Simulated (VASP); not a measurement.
ScTeI4:

```
CELL_PARAMETERS angstrom
4.65406 -4.86016 0.00000
4.65406 4.86016 0.00000
0.00000 0.00000 4.64074
ATOMIC_POSITIONS crystal
Sc 0.50000 0.50000 0.50000
Te 0.00000 0.00000 0.00000
I 0.69640 0.30360 0.00000
I 0.30360 0.69640 0.00000
I 0.20889 0.20889 0.50000
I 0.79111 0.79111 0.50000
```

The cell was generated, and may not be a known phase.

- Program: VASP 6.6.1
- Task: relaxation of cell and atoms
- Functional: PBE
- Potentials or basis: VASP PAW PBE potentials, release 64 (Sc_sv, Te, I)
- Cutoff: 600 eV
- k mesh: 4 × 4 × 4
- Occupations: gaussian, width 0.1 eV
- Spin: no spin polarisation

At the start: pressure 6.3 GPa; volume 34.99 Å³/atom.

Task: How do energy, volume and symmetry change on relaxing?

Result: Over 24 steps the energy falls by 294.5 meV/atom and the volume is 47.31 Å³/atom (+35.2 %); space group Cmmm (No. 65, to 0.1 Å) before and after.

Step by step:
```tsv
step	energy change (eV)	largest force (eV/Å)	pressure (GPa)	volume (Å³)
1	0.0000	0.9450	6.30	209.94
2	-0.7621	0.6872	-0.64	254.58
3	-0.7644	0.6969	-0.33	251.35
4	-0.8587	0.5691	-0.18	250.99
5	-0.9861	0.2443	0.50	249.97
6	-1.0774	0.2652	0.13	255.76
7	-1.2218	0.5033	-0.34	271.99
8	-1.2549	0.5343	-0.36	273.70
9	-1.3358	0.6458	-0.39	278.58
10	-1.3374	0.9474	-0.13	287.18
11	-1.3653	0.8043	-0.30	283.32
12	-1.4580	0.6749	-0.32	283.63
13	-1.6531	0.3206	-0.26	284.08
14	-1.6627	0.3079	0.37	283.00
15	-1.7226	0.2392	-0.03	283.86
16	-1.7227	0.2365	-0.01	283.83
17	-1.7339	0.2308	-0.02	283.73
18	-1.7546	0.2131	0.02	283.35
19	-1.7435	0.1815	0.16	282.27
20	-1.7579	0.1999	0.07	283.01
21	-1.7634	0.1249	0.00	283.85
22	-1.7661	0.0394	-0.09	285.14
23	-1.7661	0.0409	-0.08	285.04
24	-1.7669	0.0041	0.07	283.84
```

Final structure:
```cif
data_structure
_symmetry_space_group_name_H-M 'P 1'
_symmetry_Int_Tables_number 1
_cell_length_a 8.3889
_cell_length_b 8.3889
_cell_length_c 4.1006
_cell_angle_alpha 90.000
_cell_angle_beta 90.000
_cell_angle_gamma 100.393
_cell_volume 283.84
loop_
_atom_site_label
_atom_site_type_symbol
_atom_site_fract_x
_atom_site_fract_y
_atom_site_fract_z
_atom_site_occupancy
Sc1 Sc 0.50000 0.50000 0.50000 1
Te1 Te 0.00000 0.00000 0.00000 1
I1 I 0.65807 0.34193 0.00000 1
I2 I 0.34193 0.65807 0.00000 1
I3 I 0.22428 0.22428 0.50000 1
I4 I 0.77572 0.77572 0.50000 1
```

Caveat: the volume moved by over 15 % at a fixed basis, so the end points are rough; an odd number of electrons without spin polarisation forces a metal; a magnetic or distorted state may lie lower.
